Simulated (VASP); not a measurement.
# Mg5ZnO6 (P4/mmm) in VASP: notebook, part 2 of 2

VASP 6.6.1. Earlier steps stand in the parts before.

### Step 4. Single point, PBE

INCAR reads:

```
PREC     = Accurate       # precision mode
ENCUT    = 600            # plane-wave cutoff, eV
EDIFF    = 1E-6           # SCF threshold, eV
ISMEAR   = 0              # smearing method
SIGMA    = 0.02           # smearing width, eV
LREAL    = False          # projectors in reciprocal space
LASPH    = True           # aspherical terms in the spheres
NELM     = 120            # most SCF steps
ALGO     = Normal         # electronic algorithm
ISIF     = 2              # what is computed and relaxed
LWAVE    = False          # write WAVECAR
LCHARG   = False          # write CHGCAR
GGA      = PE             # functional
NBANDS   = 41             # bands
GGA_COMPAT= False
```

KPOINTS reads:

```
regular mesh
0
Gamma
  8 8 2
```

POSCAR reads:

```
Mg5ZnO6
1.0
    3.0186229121      0.0000000000      0.0000000000
    0.0000000000      3.0186229121      0.0000000000
    0.0000000000      0.0000000000     12.7992760565
Mg Zn O
5 1 6
Direct
    0.0000000000      0.0000000000      0.6655847162
    0.5000000000      0.5000000000      0.5000000000
    0.0000000000      0.0000000000      0.3344152838
    0.5000000000      0.5000000000      0.1668094998
    0.5000000000      0.5000000000      0.8331905002
    0.0000000000      0.0000000000      0.0000000000
    0.0000000000      0.0000000000      0.5000000000
    0.5000000000      0.5000000000      0.3340229278
    0.0000000000      0.0000000000      0.1690970157
    0.5000000000      0.5000000000      0.0000000000
    0.0000000000      0.0000000000      0.8309029843
    0.5000000000      0.5000000000      0.6659770722
```

Potentials or basis: VASP PAW PBE potentials, release 64 (Mg, Zn, O).

The run is started by

```sh
$ cat potpaw_PBE.64/Mg/POTCAR potpaw_PBE.64/Zn/POTCAR potpaw_PBE.64/O/POTCAR > POTCAR
$ mpirun -np 1 vasp_std > vasp.out
```

OUTCAR:

```text
PREC = Accurate
   ENCUT = 600
   EDIFF = 1E-6
   ISMEAR = 0
   LREAL = False
   LASPH = True
   NELM = 120
   ISIF = 2
   GGA = PE

 ion  position               nearest neighbor table
   1  0.000  0.000  0.666-  11 2.12   7 2.12  12 2.13  12 2.13  12 2.13  12 2.13   2 3.01   2 3.01
                             2 3.01   2 3.01   5 3.03   5 3.03   5 3.03   5 3.03
   2  0.500  0.500  0.500-   8 2.12  12 2.12   7 2.13   7 2.13   7 2.13   7 2.13   3 3.01   3 3.01
                             1 3.01   3 3.01   1 3.01   1 3.01   3 3.01   1 3.01
   3  0.000  0.000  0.334-   9 2.12   7 2.12   8 2.13   8 2.13   8 2.13   8 2.13   2 3.01   2 3.01
                             2 3.01   2 3.01   4 3.03   4 3.03   4 3.03   4 3.03
   4  0.500  0.500  0.167-   9 2.13   9 2.13   9 2.13   9 2.13  10 2.14   8 2.14   6 3.02   6 3.02
                             6 3.02   6 3.02   3 3.03   3 3.03   3 3.03   3 3.03
   5  0.500  0.500  0.833-  11 2.13  11 2.13  11 2.13  11 2.13  10 2.14  12 2.14   6 3.02   6 3.02
                             6 3.02   6 3.02   1 3.03   1 3.03   1 3.03   1 3.03
   6  0.000  0.000  0.000-  10 2.13  10 2.13  10 2.13  10 2.13  11 2.16   9 2.16   5 3.02   5 3.02
                             4 3.02   5 3.02   4 3.02   4 3.02   5 3.02   4 3.02
   7  0.000  0.000  0.500-   1 2.12   3 2.12   2 2.13   2 2.13   2 2.13   2 2.13
   8  0.500  0.500  0.334-   2 2.12   3 2.13   3 2.13   3 2.13   3 2.13   4 2.14
   9  0.000  0.000  0.169-   3 2.12   4 2.13   4 2.13   4 2.13   4 2.13   6 2.16
  10  0.500  0.500  0.000-   6 2.13   6 2.13   6 2.13   6 2.13   4 2.14   5 2.14
  11  0.000  0.000  0.831-   1 2.12   5 2.13   5 2.13   5 2.13   5 2.13   6 2.16
  12  0.500  0.500  0.666-   2 2.12   1 2.13   1 2.13   1 2.13   1 2.13   5 2.14

  LATTYP: Found a simple tetragonal cell.
 ALAT       =     3.0186229121
 C/A-ratio  =     4.2401043221

  Lattice vectors:

 A1 = (   3.0186229121,   0.0000000000,   0.0000000000)
 A2 = (   0.0000000000,   3.0186229121,   0.0000000000)
 A3 = (   0.0000000000,   0.0000000000,  12.7992760565)

Analysis of symmetry for initial positions (statically):
=====================================================================
[... 178 lines left out ...]
  volume of cell :      116.63
 maximum number of plane-waves:      3940
   NGX = 13   NGY = 13   NGZ = 51

 number of electron      58.0000029 magnetization

 Free energy of the ion-electron system (eV)
  ---------------------------------------------------
  ext. energy  EPLUGINS =         0.00000000
  ---------------------------------------------------
  free energy    TOTEN  =       -68.22236495 eV

  energy without entropy =      -68.22236495  energy(sigma->0) =      -68.22236495

 E-fermi :   3.5989     XC(G=0): -11.1329

 val. band max:        3.5079776385   @ k =   0.5000   0.0000   0.5000
 cond. band min:       6.1587823082   @ k =   0.0000   0.0000   0.0000
 fundamental gap:      2.6508046697
 Fermi energy:         3.5988889691

 k-point     1 :       0.0000    0.0000    0.0000
  band No.  band energies     occupation
      1     -14.5662      2.00000
      2     -14.1301      2.00000
      3     -14.0201      2.00000
      4     -13.4695      2.00000
      5     -13.2743      2.00000
      6     -12.9444      2.00000
[... 1045 lines left out ...]
     40      14.5731      0.00000
     41      14.8816      0.00000

 [... further k-points ...]

------------------------ aborting loop because EDIFF is reached ----------------------------------------

  FORCE on cell =-STRESS in cart. coord.  units (eV):
  Direction    XX          YY          ZZ          XY          YZ          ZX
  --------------------------------------------------------------------------------------
  -------------------------------------------------------------------------------------
  Total       -0.4964535     -0.4964535     -0.5123167      0.0000000      0.0000000     -0.0000000
  in kB       -6.8200252     -6.8200252     -7.0379471      0.0000000      0.0000000     -0.0000000
  external PRESSURE =      -6.8926659 kB  Pullay stress =       0.0000000 kB

 VOLUME and BASIS-vectors are now :
 -----------------------------------------------------------------------------
  energy-cutoff  :      600.00
  volume of cell :      116.63
      direct lattice vectors                 reciprocal lattice vectors
     3.018622912  0.000000000  0.000000000     0.331276887  0.000000000  0.000000000
     0.000000000  3.018622912  0.000000000     0.000000000  0.331276887  0.000000000
     0.000000000  0.000000000 12.799276057     0.000000000  0.000000000  0.078129419

 POSITION                                       TOTAL-FORCE (eV/Angst)
 -----------------------------------------------------------------------------------
      0.00000      0.00000      8.51900         0.000000     -0.000000     -0.003379
      1.50931      1.50931      6.39964         0.000000     -0.000000     -0.000000
      0.00000      0.00000      4.28027         0.000000     -0.000000      0.003379
      1.50931      1.50931      2.13504         0.000000      0.000000      0.003240
      1.50931      1.50931     10.66424         0.000000      0.000000     -0.003240
      0.00000      0.00000      0.00000         0.000000     -0.000000     -0.000000
      0.00000      0.00000      6.39964         0.000000     -0.000000     -0.000000
      1.50931      1.50931      4.27525         0.000000      0.000000      0.001626
      0.00000      0.00000      2.16432        -0.000000     -0.000000      0.034755
      1.50931      1.50931      0.00000         0.000000     -0.000000     -0.000000
      0.00000      0.00000     10.63496         0.000000     -0.000000     -0.034755
      1.50931      1.50931      8.52402         0.000000     -0.000000     -0.001626
 -----------------------------------------------------------------------------------
    total drift:                                0.000000     -0.000000     -0.000000

  FREE ENERGIE OF THE ION-ELECTRON SYSTEM (eV)
  ---------------------------------------------------
  free  energy   TOTEN  =       -68.2223649529 eV

  energy  without entropy=      -68.2223649529  energy(sigma->0) =      -68.22236495
```

OSZICAR:

```text
N       E                     dE             d eps       ncg     rms          rms(c)
DAV:   1     0.538144653097E+03    0.53814E+03   -0.29878E+04  2460   0.165E+03
DAV:   2    -0.112188708785E+02   -0.54936E+03   -0.51227E+03  2709   0.393E+02
DAV:   3    -0.760091791589E+02   -0.64790E+02   -0.64010E+02  2918   0.141E+02
DAV:   4    -0.777376822426E+02   -0.17285E+01   -0.17218E+01  3039   0.243E+01
DAV:   5    -0.777536182529E+02   -0.15936E-01   -0.15927E-01  2926   0.252E+00    0.185E+01
DAV:   6    -0.681182463636E+02    0.96354E+01   -0.32477E+01  3601   0.537E+01    0.791E+00
DAV:   7    -0.683108630810E+02   -0.19262E+00   -0.37060E+00  2826   0.991E+00    0.542E+00
DAV:   8    -0.682872647608E+02    0.23598E-01   -0.89067E-01  3614   0.772E+00    0.169E+00
DAV:   9    -0.682283813295E+02    0.58883E-01   -0.18472E-01  3588   0.525E+00    0.793E-01
DAV:  10    -0.682218606413E+02    0.65207E-02   -0.80935E-02  3563   0.179E+00    0.135E-01
DAV:  11    -0.682223619812E+02   -0.50134E-03   -0.46461E-03  3136   0.447E-01    0.102E-01
DAV:  12    -0.682223698360E+02   -0.78548E-05   -0.73122E-04  4156   0.331E-01    0.430E-02
DAV:  13    -0.682223723981E+02   -0.25621E-05   -0.45923E-04  3134   0.155E-01    0.169E-02
DAV:  14    -0.682223670752E+02    0.53229E-05   -0.19668E-05  3699   0.539E-02    0.831E-03
DAV:  15    -0.682223649895E+02    0.20857E-05   -0.68535E-06  3376   0.325E-02    0.256E-03
DAV:  16    -0.682223649529E+02    0.36669E-07   -0.22153E-06  2501   0.139E-02
   1 F= -.68222365E+02 E0= -.68222365E+02  d E =-.370418E-12
```

stdout:

```text
POSCAR found type information on POSCAR MgZnO
 POSCAR found :  3 types and      12 ions
 scaLAPACK will be used
 LDA part: xc-table for (Slater+PW92), standard interpolation
 POSCAR, INCAR and KPOINTS ok, starting setup
 FFT: planning ... GRIDC
 FFT: planning ... GRID_SOFT
 FFT: planning ... GRID
 WAVECAR not read
 entering main loop
```

Run time: 6.4 min. Hardware: 1 thread of Oxide Virtual Turin-like, shared host; peak memory 0.3 GiB.

What came out:

* Free energy: -68.2224 eV
* Pressure: -0.7 GPa
* Largest force: 0.035 eV/Å
* Band gap on the k mesh: 2.65 eV (least direct gap 3.45 eV)

Forces in eV/Å, atoms in the order of the input:
```
Mg   0.000  0.000 -0.003
Mg   0.000  0.000  0.000
Mg   0.000  0.000  0.003
Mg   0.000  0.000  0.003
Mg   0.000  0.000 -0.003
Zn   0.000  0.000  0.000
O    0.000  0.000  0.000
O    0.000  0.000  0.002
O    0.000  0.000  0.035
O    0.000  0.000  0.000
O    0.000  0.000 -0.035
O    0.000  0.000 -0.002
```

A k mesh can miss the band edges.

### Step 5. Relaxation of cell and atoms, PBE

INCAR reads:

```
SYSTEM = Mg5ZnO6
PREC = Accurate
ENCUT = 600
EDIFF = 1E-7
ISMEAR = 0
SIGMA = 0.01
LREAL = .False.
LASPH = .True.
NELM = 120
ALGO = Normal
ISIF = 3
LWAVE = .False.
LCHARG = .False.
GGA = PE
IBRION = 2
NSW = 80
EDIFFG = -0.001
GGA_COMPAT = .False.
NELMIN = 4
```

KPOINTS reads:

```
Automatic mesh
0
Gamma
  8 8 2
  0 0 0
```

POSCAR is that of step 4.

The run is started by

```sh
$ cat potpaw_PBE.64/Mg/POTCAR potpaw_PBE.64/Zn/POTCAR potpaw_PBE.64/O/POTCAR > POTCAR
$ mpirun -np 1 vasp_std > vasp.out
```

It took 27 min on 1 thread of Oxide Virtual Turin-like, shared host; peak memory 0.29 GiB.

Results (log left out):

| Property | Result |
| --- | --- |
| Free energy | -68.2237 eV |
| Relaxed volume | 9.68 Å³/atom |
| Relaxed cell | a = 3.014 Å, b = 3.014 Å, c = 12.781 Å, α = 90.00°, β = 90.00°, γ = 90.00° |
| Space group after relaxing (to 0.1 Å) | P4/mmm (No. 123) |
| Energy gained by relaxing | 0.1 meV/atom |
| Ionic steps | 11 |
| Pressure after relaxing | 0.0 GPa |
| Band gap on the k mesh | 2.67 eV (least direct gap 3.47 eV) |

Step by step:
| step | energy change (eV) | largest force (eV/Å) | pressure (GPa) | volume (Å³) |
| --- | --- | --- | --- | --- |
| 1 | 0.0000 | 0.0348 | -0.68 | 116.63 |
| 2 | -0.0011 | 0.0157 | 0.24 | 115.93 |
| 3 | -0.0012 | 0.0179 | 0.02 | 116.09 |
| 4 | -0.0012 | 0.0184 | 0.01 | 116.10 |
| 5 | -0.0012 | 0.0115 | 0.00 | 116.11 |
| 6 | -0.0013 | 0.0150 | -0.02 | 116.12 |
| 7 | -0.0013 | 0.0075 | 0.01 | 116.10 |
| 8 | -0.0013 | 0.0058 | 0.02 | 116.09 |
| 9 | -0.0013 | 0.0024 | -0.01 | 116.11 |
| 10 | -0.0013 | 0.0024 | -0.01 | 116.11 |
| 11 | -0.0013 | 0.0005 | 0.01 | 116.10 |

Final structure:
```
Mg Zn O
1.0
     3.01398    0.00000    0.00000
     0.00000    3.01398    0.00000
     0.00000    0.00000   12.78066
Mg Zn O
5 1 6
Direct
  0.00000 0.00000 0.66539
  0.50000 0.50000 0.50000
  0.00000 0.00000 0.33461
  0.50000 0.50000 0.16709
  0.50000 0.50000 0.83291
  0.00000 0.00000 0.00000
  0.00000 0.00000 0.50000
  0.50000 0.50000 0.33419
  0.00000 0.00000 0.16947
  0.50000 0.50000 0.00000
  0.00000 0.00000 0.83053
  0.50000 0.50000 0.66581
```

Levels at points of the mesh, in eV from the valence-band top:
```tsv
k point	band 26	band 27	band 28	band 29	band 30	band 31	band 32	band 33
(0.00, 0.00, 0.00)	-1.08	-0.85	-0.80	-0.80	2.67	4.85	5.48	7.22
(0.50, 0.00, 0.00)	-1.34	-1.34	-0.71	0.00	6.32	6.83	7.08	7.32
(0.50, 0.50, 0.00)	-2.13	-2.13	-2.11	-2.09	5.28	8.67	8.67	8.83
(0.00, 0.00, 0.50)	-1.01	-1.01	-0.82	-0.82	2.91	4.25	6.22	6.85
(0.50, 0.00, 0.50)	-1.34	-1.34	-0.64	0.00	6.26	6.66	7.37	7.55
(0.50, 0.50, 0.50)	-2.21	-2.21	-2.14	-2.04	5.29	8.73	8.73	9.21
```

A k mesh can miss the band edges.

### Step 6. Summary

| task | cell | smearing | gap on the mesh (eV) | pressure (GPa) | largest force (eV/Å) |
| --- | --- | --- | --- | --- | --- |
| single point | a = 3.019, b = 3.019, c = 12.799 Å, 12 atoms | tetrahedron | 2.65 | -0.7 | 0.03 |
| single point | a = 3.018, b = 3.018, c = 12.800 Å, 12 atoms | gaussian 0.01 eV | 2.65 | -0.7 | 0.04 |
| single point | a = 3.019, b = 3.019, c = 12.799 Å, 12 atoms | gaussian 0.02 eV | 2.65 | -0.7 | 0.03 |
| relaxation of cell and atoms | relaxed from a = 3.019, b = 3.019, c = 12.799 Å, 12 atoms | gaussian 0.01 eV | 2.67 | 0.0 | - |

Alike in all rows: level PBE; potentials or basis VASP PAW PBE potentials, release 64 (Mg, Zn, O); no spin polarisation; k mesh 8 × 8 × 2; cutoff (eV) 600.

Total energies depend on the potentials used, so only differences within one code and one set of settings carry meaning.
